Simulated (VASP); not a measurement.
# FePb3 (P6_3/mmc) in VASP: single point with PBE

Aim: the single point of FePb3 with PBE.

Everything below comes from runs of VASP 6.6.1. Logs are shortened: lines on timing, memory, paths and dates and some standing lists are left out, and cuts for length are marked.

## (1) The cell of the first run

It takes space group P6_3/mmc (No. 194, hexagonal). Conventional cell: a = 6.674 Å, b = 6.674 Å, c = 5.534 Å, α = 90.00°, β = 90.00°, γ = 120.00°. Fe (site symmetry -6m2) has 12 Pb at 3.33 to 3.34 Å within 4.4 Å. Within 4.2 Å of Pb (site symmetry mm2) lie 8 Pb at 3.21 to 3.47 Å and 4 Fe at 3.33 to 3.34 Å.

## (2) Single point, PBE, collinear spin, ferromagnetic start

INCAR

```
SYSTEM = FePb3
PREC = Accurate ; ENCUT = 520
EDIFF = 1E-6 ; ISMEAR = 0
SIGMA = 0.1 ; LREAL = .False.
LASPH = .True. ; NELM = 150
ALGO = Fast ; ISIF = 2
LWAVE = .False. ; LCHARG = .True.
ISPIN = 2 ; MAGMOM = 3.4 3.4 0 0 0 0 0 0
LORBIT = 11 ; LMAXMIX = 4
GGA = PE ; LELF = .True.
LVHAR = .True. ; NBANDS = 64
```

KPOINTS

```
regular mesh
0
Gamma
  3 3 4
  0 0 0
```

POSCAR

```
FePb3
1.0
    6.6738883187      0.0000000000      0.0000000000
   -3.3369441593      5.7797568261      0.0000000000
    0.0000000000      0.0000000000      5.5338469380
Fe Pb
2 6
Direct
    0.3333333333      0.6666666667      0.2500000000
    0.6666666667      0.3333333333      0.7500000000
    0.8267456916      0.6534913832      0.2500000000
    0.1732543084      0.8267456916      0.7500000000
    0.3465086168      0.1732543084      0.2500000000
    0.1732543084      0.3465086168      0.7500000000
    0.8267456916      0.1732543084      0.2500000000
    0.6534913832      0.8267456916      0.7500000000
```

Potentials or basis: VASP PAW PBE potentials, release 64 (Fe, Pb_d).

Launch:

```sh
cat potpaw_PBE.64/Fe/POTCAR potpaw_PBE.64/Pb_d/POTCAR > POTCAR
mpirun -np 1 vasp_std > vasp.out
```

OUTCAR:

```text
SYSTEM = FePb3
   PREC = Accurate
   ENCUT = 520
   EDIFF = 1E-6
   ISMEAR = 0
   LREAL = .False.
   LASPH = .True.
   NELM = 150
   ISIF = 2
   ISPIN = 2
   LORBIT = 11
   GGA = PE

 ion  position               nearest neighbor table
   1  0.333  0.667  0.250-   4 3.33   4 3.33   8 3.33   8 3.33   6 3.33   6 3.33   3 3.34   5 3.34
                             7 3.34   7 3.34   3 3.34   5 3.34
   2  0.667  0.333  0.750-   7 3.33   7 3.33   5 3.33   5 3.33   3 3.33   3 3.33   6 3.34   8 3.34
                             4 3.34   4 3.34   6 3.34   8 3.34
   3  0.827  0.653  0.250-   7 3.21   5 3.21   2 3.33   2 3.33   1 3.34   1 3.34   8 3.42   8 3.42
                             4 3.42   4 3.42   7 3.47   5 3.47
   4  0.173  0.827  0.750-   8 3.21   6 3.21   1 3.33   1 3.33   2 3.34   2 3.34   3 3.42   3 3.42
                             5 3.42   5 3.42   8 3.47   6 3.47
   5  0.347  0.173  0.250-   7 3.21   3 3.21   2 3.33   2 3.33   1 3.34   1 3.34   6 3.42   6 3.42
                             4 3.42   4 3.42   7 3.47   3 3.47
   6  0.173  0.347  0.750-   4 3.21   8 3.21   1 3.33   1 3.33   2 3.34   2 3.34   5 3.42   5 3.42
                             7 3.42   7 3.42   4 3.47   8 3.47
   7  0.827  0.173  0.250-   5 3.21   3 3.21   2 3.33   2 3.33   1 3.34   1 3.34   6 3.42   6 3.42
                             8 3.42   8 3.42   5 3.47   3 3.47
   8  0.653  0.827  0.750-   4 3.21   6 3.21   1 3.33   1 3.33   2 3.34   2 3.34   3 3.42   3 3.42
                             7 3.42   7 3.42   4 3.47   6 3.47

  LATTYP: Found a hexagonal cell.
 ALAT       =     6.6738883187
 C/A-ratio  =     0.8291788345

  Lattice vectors:

 A1 = (   6.6738883187,   0.0000000000,   0.0000000000)
 A2 = (  -3.3369441593,   5.7797568261,   0.0000000000)
 A3 = (   0.0000000000,   0.0000000000,   5.5338469380)

Analysis of symmetry for initial positions (statically):
=====================================================================
 Subroutine PRICEL returns:
 Original cell was already a primitive cell.

 Routine SETGRP: Setting up the symmetry group for a
 hexagonal supercell.

 Subroutine GETGRP returns: Found 24 space group operations
 (whereof 12 operations were pure point group operations)
 out of a pool of 24 trial point group operations.

The static configuration has the point symmetry D_3d.
 The point group associated with its full space group is D_6h.

Analysis of symmetry for dynamics (positions and initial velocities):
=====================================================================
 Subroutine PRICEL returns:
 Original cell was already a primitive cell.

 Routine SETGRP: Setting up the symmetry group for a
 hexagonal supercell.

 Subroutine GETGRP returns: Found 24 space group operations
 (whereof 12 operations were pure point group operations)
 out of a pool of 24 trial point group operations.

The dynamic configuration has the point symmetry D_3d.
 The point group associated with its full space group is D_6h.

[... 162 lines left out ...]
 cond. band min:       6.8675410273   @ k =   0.3333   0.3333   0.0000
 fundamental gap:      0.0144385721
 Fermi energy:         6.8605245862

 spin component 1

 k-point     1 :       0.0000    0.0000    0.0000
  band No.  band energies     occupation
      1     -10.4296      1.00000
      2     -10.3674      1.00000
      3     -10.3674      1.00000
      4     -10.3419      1.00000
      5     -10.3317      1.00000
      6     -10.2700      1.00000
[... 574 lines left out ...]
     61      10.3064      0.00000
     62      10.3064      0.00000
 Fermi energy:         6.8605245862

 spin component 2

 k-point     1 :       0.0000    0.0000    0.0000
  band No.  band energies     occupation
      1     -10.4387      1.00000
      2     -10.3801      1.00000
      3     -10.3801      1.00000
      4     -10.3500      1.00000
      5     -10.3450      1.00000
      6     -10.2804      1.00000
[... 574 lines left out ...]
     61      10.6966      0.00000
     62      10.6966      0.00000
 [bands above 62 left out]

------------------------ aborting loop because EDIFF is reached ----------------------------------------

  FORCE on cell =-STRESS in cart. coord.  units (eV):
  Direction    XX          YY          ZZ          XY          YZ          ZX
  --------------------------------------------------------------------------------------
  -------------------------------------------------------------------------------------
  Total       -0.4072209     -0.4072209     -0.2679356     -0.0000000     -0.0000000      0.0000000
  in kB       -3.0565044     -3.0565044     -2.0110618     -0.0000000     -0.0000000      0.0000000
  external PRESSURE =      -2.7080235 kB  Pullay stress =       0.0000000 kB

 VOLUME and BASIS-vectors are now :
 -----------------------------------------------------------------------------
  energy-cutoff  :      520.00
  volume of cell :      213.46
      direct lattice vectors                 reciprocal lattice vectors
     6.673888319  0.000000000  0.000000000     0.149837689  0.086508830  0.000000000
    -3.336944159  5.779756826  0.000000000     0.000000000  0.173017660  0.000000000
     0.000000000  0.000000000  5.533846938     0.000000000  0.000000000  0.180706118

 POSITION                                       TOTAL-FORCE (eV/Angst)
 -----------------------------------------------------------------------------------
     -0.00000      3.85317      1.38346         0.000000      0.000000     -0.000000
      3.33694      1.92659      4.15039         0.000000      0.000000     -0.000000
      3.33694      3.77702      1.38346        -0.000000     -0.018373     -0.000000
     -1.60252      4.77839      4.15039         0.015912     -0.009187     -0.000000
      1.73442      1.00137      1.38346         0.015912      0.009187      0.000000
      0.00000      2.00274      4.15039         0.000000      0.018373      0.000000
      4.93947      1.00137      1.38346        -0.015912      0.009187     -0.000000
      1.60252      4.77839      4.15039        -0.015912     -0.009187      0.000000
 -----------------------------------------------------------------------------------
    total drift:                               -0.000000      0.000000     -0.000000

  FREE ENERGIE OF THE ION-ELECTRON SYSTEM (eV)
  ---------------------------------------------------
  free  energy   TOTEN  =       -33.7797753011 eV

  energy  without entropy=      -33.7347338334  energy(sigma->0) =      -33.75725457

 total charge

# of ion       s       p       d       tot
------------------------------------------
    1        0.331   0.161   6.144   6.635
    2        0.331   0.161   6.144   6.635
    3        1.385   0.780   9.815  11.980
    4        1.385   0.780   9.815  11.980
    5        1.385   0.780   9.815  11.980
    6        1.385   0.780   9.815  11.980
    7        1.385   0.780   9.815  11.980
    8        1.385   0.780   9.815  11.980
--------------------------------------------------
tot          8.970   5.001  71.177  85.148

 magnetization (x)

# of ion       s       p       d       tot
------------------------------------------
    1        0.034   0.019   2.890   2.942
    2        0.034   0.019   2.890   2.942
    3        0.005  -0.048  -0.001  -0.044
    4        0.005  -0.048  -0.001  -0.044
    5        0.005  -0.048  -0.001  -0.044
    6        0.005  -0.048  -0.001  -0.044
    7        0.005  -0.048  -0.001  -0.044
    8        0.005  -0.048  -0.001  -0.044
--------------------------------------------------
tot          0.098  -0.249   5.771   5.620
```

OSZICAR:

```text
N       E                     dE             d eps       ncg     rms          rms(c)
DAV:   1     0.127602834371E+04    0.12760E+04   -0.46020E+04  2304   0.191E+03
DAV:   2     0.120887800745E+03   -0.11551E+04   -0.11279E+04  2304   0.529E+02
[... 16 lines left out ...]
RMM:  19    -0.337732244405E+02   -0.23221E-01   -0.60908E-02  4234   0.102E+00    0.243E-01
RMM:  20    -0.337787548975E+02   -0.55305E-02   -0.80009E-03  3835   0.402E-01    0.119E-01
RMM:  21    -0.337796976010E+02   -0.94270E-03   -0.11519E-03  3300   0.131E-01    0.415E-02
RMM:  22    -0.337797658186E+02   -0.68218E-04   -0.33538E-05  2345   0.259E-02    0.168E-02
RMM:  23    -0.337797756219E+02   -0.98034E-05   -0.11680E-05  2121   0.171E-02    0.743E-03
RMM:  24    -0.337797753011E+02    0.32083E-06   -0.20135E-06  1822   0.753E-03
   1 F= -.33779775E+02 E0= -.33757255E+02  d E =-.450415E-01  mag=     5.4364
```

It took 10 min on 1 thread of Intel Xeon Platinum 8259CL at 2.50GHz (Skylake/Cascade Lake), shared host; peak memory 0.48 GiB.

What came out:

| Item | Value |
| --- | --- |
| Free energy | -33.7798 eV |
| Pressure | -0.3 GPa |
| Largest force | 0.018 eV/Å |
| Net moment | 5.44 μB per cell |
| Site moments | Fe +2.94; Pb -0.04 μB |
| Valence electrons inside the program's atomic spheres | Fe 6.63; Pb 11.98 |

Forces on the atoms (eV/Å):
```
Fe   0.000  0.000  0.000
Fe   0.000  0.000  0.000
Pb   0.000 -0.018  0.000
Pb   0.016 -0.009  0.000
Pb   0.016  0.009  0.000
Pb   0.000  0.018  0.000
Pb  -0.016  0.009  0.000
Pb  -0.016 -0.009  0.000
```

Stress tensor (GPa, compression positive):
```
-0.31  0.00  0.00
 0.00 -0.31  0.00
 0.00  0.00 -0.20
```

Levels at points of the mesh, in eV from the Fermi level:
Spin up:
| k point | band 51 | band 52 | band 53 | band 54 | band 55 | band 56 |
| --- | --- | --- | --- | --- | --- | --- |
| (0.00, 0.00, 0.00) | -1.93 | -0.70 | -0.70 | 0.21 | 0.21 | 0.55 |
| (0.00, 0.00, 0.50) | -2.18 | -2.18 | -1.66 | -1.66 | 2.61 | 2.61 |
Spin down:
| k point | band 44 | band 45 | band 46 | band 47 | band 48 | band 49 | band 50 | band 51 |
| --- | --- | --- | --- | --- | --- | --- | --- | --- |
| (0.00, 0.00, 0.00) | -0.71 | -0.71 | -0.65 | -0.65 | 0.09 | 0.09 | 0.29 | 0.29 |
| (0.00, 0.00, 0.50) | -1.66 | 0.08 | 0.08 | 0.08 | 0.08 | 0.21 | 0.21 | 0.21 |

Caveat: the k points lie up to 0.36 Å⁻¹ apart; spin-orbit coupling is left out, which moves the levels of the heavy elements.
